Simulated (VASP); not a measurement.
Si2Mo: relaxation of shape and atoms at fixed volume with LDA

The system is Si2Mo.

```xyz
3
Lattice="-1.6019 1.6019 3.9213 1.6019 -1.6019 3.9213 1.6019 1.6019 -3.9213" Properties=species:S:1:pos:R:3 pbc="T T T"
Si    0.0000    0.0000    2.6282
Si    0.0000    0.0000    5.2143
Mo    0.0000    0.0000    0.0000
```

| Quantity | Value |
| --- | --- |
| Program | VASP 6.6.1 |
| Task | relaxation of shape and atoms at fixed volume |
| Functional | LDA |
| Potentials or basis | VASP PAW LDA potentials, release 64 (Si, Mo_sv) |
| Cutoff | 600 eV |
| k mesh | 10 × 10 × 10 |
| Occupations | gaussian, width 0.05 eV |
| Spin | no spin polarisation |
| Dipole correction | no |
| Further INCAR settings | ALGO = Normal; EDIFF = 1e-06; IBRION = 2; EDIFFG = -0.02; NSW = 60; ISIF = 4 |

* Energy gained by relaxing: 0.2 meV/atom
* Ionic steps: 4
* Pressure after relaxing: -5.1 GPa
* Largest force after relaxing: 0.005 eV/Å
* Band gap on the k mesh: zero (bands 11 and 12 overlap by 0.90 eV)

Forces in eV/Å, atoms in the order of the input:
```
Si   0.000  0.000 -0.005
Si   0.000  0.000  0.005
Mo   0.000  0.000  0.000
```

Stress tensor (GPa, compression positive):
```
-5.05  0.00  0.00
 0.00 -5.05  0.00
 0.00  0.00 -5.13
```

The path:
| step | energy change (eV) | largest force (eV/Å) | pressure (GPa) | volume (Å³) |
| --- | --- | --- | --- | --- |
| 1 | 0.0000 | 0.1009 | -5.20 | 40.25 |
| 2 | -0.0006 | 0.0078 | -5.06 | 40.25 |
| 3 | -0.0006 | 0.0147 | -5.06 | 40.25 |
| 4 | -0.0006 | 0.0049 | -5.07 | 40.25 |

Final structure:
```cif
data_structure
_symmetry_space_group_name_H-M 'P 1'
_symmetry_Int_Tables_number 1
_cell_length_a 4.5266
_cell_length_b 4.5266
_cell_length_c 4.5266
_cell_angle_alpha 138.534
_cell_angle_beta 138.534
_cell_angle_gamma 60.085
_cell_volume 40.25
loop_
_atom_site_label
_atom_site_type_symbol
_atom_site_fract_x
_atom_site_fract_y
_atom_site_fract_z
_atom_site_occupancy
Si1 Si 0.33585 0.33585 0.00000 1
Si2 Si 0.66415 0.66415 0.00000 1
Mo1 Mo 0.00000 0.00000 0.00000 1
```

Levels at points of the mesh, in eV from the Fermi level:
```csv
k point,band 7,band 8,band 9,band 10,band 11,band 12,band 13,band 14,band 15
"(0.00, 0.00, 0.00)",-3.29,-3.00,-2.51,-2.51,0.44,3.22,3.39,3.55,3.55
"(0.50, 0.00, 0.00)",-4.87,-4.35,-2.51,-2.47,-0.41,2.30,3.19,4.12,4.25
"(0.50, 0.50, 0.00)",-5.47,-5.08,-4.31,-2.95,-1.11,2.35,2.78,3.26,3.48
"(0.50, 0.50, 0.50)",-3.46,-2.07,-0.49,-0.49,-0.37,-0.37,0.58,4.82,5.08
```

Run time: 2.3 min on 1 thread of Intel(R) Xeon(R) Platinum 8259CL CPU @ 2.50GHz (Skylake/Cascade Lake), on a shared host, peak memory 0.22 GiB.
